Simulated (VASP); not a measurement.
# TaN (P-6m2) in VASP: a series of runs

Runs on TaN. Level: PBEsol. Tasks: single point.

All numbers are computed with VASP 6.6.1; they aren't measurements. Logs are shortened: lines on timing, memory, paths and dates and some standing lists are left out, and cuts for length are marked.

**1. The cell of the first run**

Symmetry: P-6m2, No. 187, hexagonal system. Conventional cell: a = 2.815 Å, b = 2.815 Å, c = 2.763 Å, α = 90.00°, β = 90.00°, γ = 120.00°. Within 2.8 Å of Ta (site symmetry -6m2) lie 6 N at 2.13 Å and 2 Ta at 2.76 Å. N (site symmetry -6m2) has 6 Ta at 2.13 Å and 2 N at 2.76 Å within 2.8 Å.

**2. Single point, PBEsol**

Input file INCAR:

```
  PREC = Accurate
  ENCUT = 520
  EDIFF = 1E-6
  ISMEAR = -1
  SIGMA = 0.1
  LREAL = False
  LASPH = True
  NELM = 100
  ALGO = Normal
  ISIF = 2
  LWAVE = False
  LCHARG = True
  GGA = PS
  LELF = True
  LVHAR = True
  NBANDS = 15
```

Input file KPOINTS:

```
regular mesh
0
Gamma
  9 9 8
```

Input file POSCAR:

```
TaN
1.0
    2.8154383080      0.0000000000      0.0000000000
   -1.4077191540      2.4382414460      0.0000000000
    0.0000000000      0.0000000000      2.7627326896
Ta N
1 1
Direct
    0.3333333333      0.6666666667      0.5000000000
    0.0000000000      0.0000000000      0.0000000000
```

Potentials or basis: VASP PAW PBE potentials, release 64 (Ta_pv, N).

Started as:

```console
> cat potpaw_PBE.64/Ta_pv/POTCAR potpaw_PBE.64/N/POTCAR > POTCAR
> mpirun -np 1 vasp_std > vasp.out
```

OUTCAR:

```text
PREC = Accurate
   ENCUT = 520
   EDIFF = 1E-6
   ISMEAR = -1
   LREAL = False
   LASPH = True
   NELM = 100
   ISIF = 2
   GGA = PS

 ion  position               nearest neighbor table
   1  0.333  0.667  0.500-   2 2.13   2 2.13   2 2.13   2 2.13   2 2.13   2 2.13
   2  0.000  0.000  0.000-   1 2.13   1 2.13   1 2.13   1 2.13   1 2.13   1 2.13

  LATTYP: Found a hexagonal cell.
 ALAT       =     2.8154383080
 C/A-ratio  =     0.9812797822

  Lattice vectors:

 A1 = (   2.8154383080,   0.0000000000,   0.0000000000)
 A2 = (  -1.4077191540,   2.4382414460,   0.0000000000)
 A3 = (   0.0000000000,   0.0000000000,   2.7627326896)

Analysis of symmetry for initial positions (statically):
=====================================================================
 Subroutine PRICEL returns:
 Original cell was already a primitive cell.

 Routine SETGRP: Setting up the symmetry group for a
 hexagonal supercell.

 Subroutine GETGRP returns: Found 12 space group operations
 (whereof 12 operations were pure point group operations)
 out of a pool of 24 trial point group operations.

The static configuration has the point symmetry D_3h.

Analysis of symmetry for dynamics (positions and initial velocities):
=====================================================================
 Subroutine PRICEL returns:
 Original cell was already a primitive cell.

 Routine SETGRP: Setting up the symmetry group for a
 hexagonal supercell.

 Subroutine GETGRP returns: Found 12 space group operations
 (whereof 12 operations were pure point group operations)
 out of a pool of 24 trial point group operations.

The dynamic configuration has the point symmetry D_3h.

 Subroutine INISYM returns: Found 12 space group operations
 (whereof 12 operations are pure point group operations),
 and found     1 'primitive' translations

----------------------------------------------------------------------------------------

                                     Primitive cell

  volume of cell :      18.9654

  direct lattice vectors                    reciprocal lattice vectors
     2.815438308  0.000000000  0.000000000     0.355184483  0.205065828  0.000000000
    -1.407719154  2.438241446  0.000000000     0.000000000  0.410131655  0.000000000
     0.000000000  0.000000000  2.762732690     0.000000000  0.000000000  0.361960462

  length of vectors
     2.815438308  2.815438610  2.762732690     0.410131699  0.410131655  0.361960462

[... 84 lines left out ...]
   IBRION =     -1    ionic relax: 0-MD 1-quasi-New 2-CG
   NFREE  =      0    steps in history (QN), initial steepest desc. (CG)
   ISIF   =      2    stress and relaxation
   ISYM   =      2    0-nonsym 1-usesym 2-fastsym
   POTIM  = 0.5000    time-step for ionic-motion
   TEBEG  =    0.0;   TEEND  =   0.0 temperature during run
   PSTRESS=    0.0 pullay stress
   NELECT =      16.0000    total number of electrons
   NUPDOWN=      -1.0000    fix difference up-down
   EMIN   =  10.00;   EMAX   =-10.00  energy-range for DOS
   EFERMI =   0.00;   METHOD = LEGACY
   ISMEAR =    -1;   SIGMA  =   0.10  broadening in eV -4-tet -1-fermi 0-gaus
   EFERMI_NEDOS =   21; number of points for ismear=-14 and -15
   IALGO  =     38    algorithm
   IMIX   =      4    mixing-type and parameters
     AMIX     =   0.40;   BMIX     =  1.00
     AMIX_MAG =   1.60;   BMIX_MAG =  1.00
  volume/ion in A,a.u.               =       9.48        63.99
  Fermi-wavevector in a.u.,A,eV,Ry     =   1.546895  2.923209 32.557184  2.392886
  Thomas-Fermi vector in A             =   2.652066
   LORBIT       =      0    0 simple, 1 ext, 2 COOP (PROOUT), +10 PAW based schemes
   GGA     = PS    functional components
   LHFCALC =     F    Hartree Fock is set to
   AEXX    =    0.0000 exact exchange contribution
   IVDW    =     0    specifies the selected vdW correction
   LEPSILON=     F    determine dielectric tensor
   LRPA    =     F    only Hartree local field effects (RPA)
 non-spin polarized calculation
  energy-cutoff  :      520.00
  volume of cell :       18.97
 maximum number of plane-waves:       527
 NGX is ok and might be reduce to    24
   NGX = 11   NGY = 11   NGZ = 11

 number of electron      16.0000001 magnetization

 Free energy of the ion-electron system (eV)
  ---------------------------------------------------
  ext. energy  EPLUGINS =         0.00000000
  ---------------------------------------------------
  free energy    TOTEN  =       -23.44569628 eV

  energy without entropy =      -23.44206314  energy(sigma->0) =      -23.44387971

 E-fermi :   9.5602     XC(G=0): -14.2159

 val. band max:        9.4949116139   @ k =   0.0000   0.0000   0.3750
 cond. band min:       9.6323514668   @ k =   0.3333   0.3333   0.0000
 fundamental gap:      0.1374398528
 Fermi energy:         9.5601542759

 k-point     1 :       0.0000    0.0000    0.0000
  band No.  band energies     occupation
      1     -24.9298      2.00000
      2     -24.5836      2.00000
      3     -24.5836      2.00000
      4      -9.2439      2.00000
      5       4.3237      2.00000
      6       4.3237      2.00000
      7       4.6100      2.00000
      8       6.4543      2.00000
      9      12.6809      0.00000
     10      13.7100      0.00000
     11      13.7100      0.00000
     12      14.2422      0.00000
     13      14.2422      0.00000
     14      23.2395      0.00000
[... 401 lines left out ...]
      2     -25.5962      2.00000
      3     -24.8543      2.00000
      4      -6.0019      2.00000
      5       1.7813      2.00000
      6       2.6869      2.00000
      7       3.3601      2.00000
      8       9.0092      1.99193
      9      11.6980      0.00000
     10      12.2867      0.00000
     11      13.2202      0.00000
     12      17.9611      0.00000
     13      22.9974      0.00000
     14      23.5572      0.00000
     15      25.2098      0.00000

 [... further k-points ...]
[... 5 lines left out ...]
  --------------------------------------------------------------------------------------
  -------------------------------------------------------------------------------------
  Total        6.1754992      6.1755010      7.0340713      0.0000000      0.0000000      0.0000000
  in kB      521.7002717    521.7004209    594.2316214      0.0000000      0.0000000      0.0000000
  external PRESSURE =     545.8774380 kB  Pullay stress =       0.0000000 kB

 VOLUME and BASIS-vectors are now :
 -----------------------------------------------------------------------------
  energy-cutoff  :      520.00
  volume of cell :       18.97
      direct lattice vectors                 reciprocal lattice vectors
     2.815438308  0.000000000  0.000000000     0.355184483  0.205065828  0.000000000
    -1.407719154  2.438241446  0.000000000     0.000000000  0.410131655  0.000000000
     0.000000000  0.000000000  2.762732690     0.000000000  0.000000000  0.361960462

 POSITION                                       TOTAL-FORCE (eV/Angst)
 -----------------------------------------------------------------------------------
     -0.00000      1.62549      1.38137        -0.000000      0.000000      0.000000
      0.00000      0.00000      0.00000         0.000000      0.000000      0.000000
 -----------------------------------------------------------------------------------
    total drift:                                0.000000      0.000005     -0.000000

  FREE ENERGIE OF THE ION-ELECTRON SYSTEM (eV)
  ---------------------------------------------------
  free  energy   TOTEN  =       -23.4456962770 eV

  energy  without entropy=      -23.4420631374  energy(sigma->0) =      -23.44387971
```

OSZICAR:

```text
N       E                     dE             d eps       ncg     rms          rms(c)
DAV:   1     0.923903169145E+02    0.92390E+02   -0.88227E+03  1800   0.116E+03
DAV:   2    -0.230626003347E+02   -0.11545E+03   -0.10855E+03  2178   0.316E+02
DAV:   3    -0.257135621915E+02   -0.26510E+01   -0.26407E+01  2059   0.454E+01
DAV:   4    -0.257225761875E+02   -0.90140E-02   -0.90122E-02  2374   0.287E+00
DAV:   5    -0.257226139408E+02   -0.37753E-04   -0.37748E-04  2066   0.175E-01    0.309E+01
DAV:   6    -0.235187548412E+02    0.22039E+01   -0.33810E+00  2185   0.225E+01    0.138E+01
DAV:   7    -0.234759498912E+02    0.42805E-01   -0.45174E-01  1863   0.544E+00    0.865E+00
DAV:   8    -0.234509208976E+02    0.25029E-01   -0.76429E-02  2185   0.236E+00    0.167E+00
DAV:   9    -0.234457426176E+02    0.51783E-02   -0.95708E-03  2017   0.832E-01    0.150E-01
DAV:  10    -0.234457435334E+02   -0.91574E-06   -0.74213E-04  2192   0.325E-01    0.824E-02
DAV:  11    -0.234456961738E+02    0.47360E-04   -0.67014E-05  2094   0.918E-02    0.931E-03
DAV:  12    -0.234456962770E+02   -0.10321E-06   -0.72928E-06  1849   0.262E-02
   1 F= -.23445696E+02 E0= -.23443880E+02  d E =-.363314E-02
```

Run time: 12 s. Hardware: 1 thread of Intel Xeon 8259CL, shared host; peak memory 0.15 GiB.

Results:

- Free energy: -23.4457 eV
- Pressure: 54.6 GPa
- Band gap on the k mesh: zero (band 8 reaches 9.63 eV, above the bottom of band 9 at 9.33 eV)

Levels at points of the mesh, in eV from the Fermi level:
```tsv
k point	band 6	band 7	band 8	band 9	band 10	band 11
(0.00, 0.00, 0.00)	-5.24	-4.95	-3.11	3.12	4.15	4.15
(0.00, 0.00, 0.50)	-4.30	-4.30	-0.23	-0.23	2.76	3.60
```

Caveat: the PAW data sets were made with another functional, which shifts forces and pressure a little; spin-orbit coupling is left out, which moves the levels of the heavy elements.

**3. Single point, PBEsol**

This run uses another cell than the first one, of 9.91 Å³/atom, 1.045 times its volume.

Input file INCAR:

```
PREC = Accurate ; ENCUT = 520
EDIFF = 1E-6 ; ISMEAR = -1
SIGMA = 0.1 ; LREAL = False
LASPH = True ; NELM = 80
ALGO = Normal ; ISIF = 2
LWAVE = False ; LCHARG = False
GGA = PS ; NBANDS = 15
```

KPOINTS is that of step 2.

Input file POSCAR:

```
TaN
1.0
    2.8574659714      0.0000000000      0.0000000000
   -1.4287329857      2.4746384754      0.0000000000
    0.0000000000      0.0000000000      2.8039735860
Ta N
1 1
Direct
    0.3333333333      0.6666666667      0.5000000000
    0.0000000000      0.0000000000      0.0000000000
```

Potentials or basis: VASP PAW PBE potentials, release 64 (Ta_pv, N).

Started as:

```console
> cat potpaw_PBE.64/Ta_pv/POTCAR potpaw_PBE.64/N/POTCAR > POTCAR
> mpirun -np 1 vasp_std > vasp.out
```

Wall time 15 s (1 thread of Intel Xeon 8259CL, shared host); peak memory 0.15 GiB.

The run converged. Its results:

```
Free energy            : -23.6736 eV
Pressure               : 30.7 GPa
Band gap on the k mesh : zero (band 8 reaches 9.14 eV, above the bottom of band 9 at 8.85 eV)
```

Stress tensor (GPa, compression positive):
```
29.20  0.00  0.00
 0.00 29.20  0.00
 0.00  0.00 33.58
```

Levels at points of the mesh, in eV from the Fermi level:
| k point | band 6 | band 7 | band 8 | band 9 | band 10 | band 11 |
| --- | --- | --- | --- | --- | --- | --- |
| (0.00, 0.00, 0.00) | -5.01 | -4.70 | -3.06 | 2.79 | 3.94 | 3.94 |
| (0.00, 0.00, 0.50) | -4.11 | -4.11 | -0.20 | -0.20 | 2.63 | 3.48 |

Caveat: the PAW data sets were made with another functional, which shifts forces and pressure a little; spin-orbit coupling is left out, which moves the levels of the heavy elements.

[end of part 1 of 2]
